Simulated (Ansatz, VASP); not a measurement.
# Cu: VASP beside Ansatz

```xyz
1
Lattice="12.8698 0.0000 0.0000 0.0000 2.5083 0.0000 -5.1118 0.0000 21.7432" Properties=species:S:1:pos:R:3 pbc="T T T"
Cu    3.8790    1.2541   10.8716
```

Change from the starting cell: strain +0.1125 x Voigt [1, 1, 0, 0, 0, 0], atoms carried along.

Alike in both runs: task single point; functional PBEsol; dispersion D3(BJ); k mesh 6 × 26 × 4; occupations gaussian, width 0.15 eV; no spin polarisation.

|  | VASP | Ansatz |
| --- | --- | --- |
| version | VASP 6.6.1 | Ansatz 0.2.0 |
| potentials or method | VASP PAW PBE potentials, release 64 (Cu), cutoff 520 eV | scalar-relativistic, plane waves, PAW |
| valence electrons in the cell | 11 | 19 |

|  | VASP | Ansatz | Ansatz less VASP |
| --- | --- | --- | --- |
| gap on the k mesh at the Fermi level (eV) | none | none | - |
| pressure (GPa) | -0.2 | -0.2 | 0.00 |
| traceless stress, the component that is largest in VASP (GPa) | -0.36 | -0.36 | -0.006 |

VASP's potentials were made for PBE, not for PBEsol. A gap of «none» marks a metal or a gap that the smearing closes. VASP's potentials hold 11 valence electrons a cell and Ansatz's 19, so a difference there can come from the potentials and not from the codes.
